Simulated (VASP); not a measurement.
Set up this calculation in VASP 6.6.1, as the native input.

```
Task                   : relaxation of cell and atoms
Functional             : PBE
Potentials or basis    : VASP PAW PBE potentials, release 64 (Hg, Te)
Cutoff                 : 600 eV
k mesh                 : 7 × 7 × 7
Occupations            : fermi-dirac, width 0.05 eV
Spin                   : no spin polarisation
Target pressure        : 20 GPa
Dipole correction      : no
Further INCAR settings : ALGO = Normal; EDIFF = 1e-06; IBRION = 2; EDIFFG = -0.01; NSW = 60; ISIF = 3
```

The structure of HgTe (Coloradoite) lies in POSCAR:

```
HgTe
1.0
    0.0000000000      3.2145000000      3.2145000000
    3.2145000000      0.0000000000      3.2145000000
    3.2145000000      3.2145000000      0.0000000000
Hg Te
1 1
Direct
    0.0000000000      0.0000000000      0.0000000000
    0.7500000000      0.7500000000      0.7500000000
```

The input as run:

INCAR

```
SYSTEM = HgTe
  PREC = Accurate
  ENCUT = 600
  EDIFF = 1E-6
  ISMEAR = -1
  SIGMA = 0.05
  LREAL = .FALSE.
  LASPH = .TRUE.
  NELM = 60
  ALGO = Normal
  ISIF = 3
  LWAVE = .FALSE.
  LCHARG = .FALSE.
  GGA = PE
  IBRION = 2
  NSW = 60
  EDIFFG = -0.01
  PSTRESS = 200.0
```

KPOINTS

```
Automatic mesh
0
G
  7 7 7
  0 0 0
```

Potentials or basis: VASP PAW PBE potentials, release 64 (Hg, Te).

Command:

```console
$ cat potpaw_PBE.64/Hg/POTCAR potpaw_PBE.64/Te/POTCAR > POTCAR
$ mpirun -np 1 vasp_std > vasp.out
```

It gave:

```json
{"Relaxed volume": "27.80 Å³/atom", "Relaxed cell": "a = 4.284 Å, b = 4.284 Å, c = 4.284 Å, α = 60.00°, β = 60.00°, γ = 60.00°", "Space group after relaxing (to 0.05 Å)": "F-43m (No. 216)", "Energy change on relaxing (the enthalpy is what falls)": "+377.2 meV/atom", "Ionic steps": "5", "Pressure after relaxing": "20.0 GPa", "Band gap on the k mesh": "zero (filled and empty bands touch)"}
```

Caveat: the cell is relaxed towards a set pressure, so the enthalpy falls and the energy may rise; the volume moved by over 15 % at a fixed basis, so the end points are rough; spin-orbit coupling is left out, which moves the levels of the heavy elements.

Run time: 100 s on 1 thread of Intel(R) Xeon(R) Platinum 8488C (Sapphire Rapids), on a shared host, peak memory 0.22 GiB.
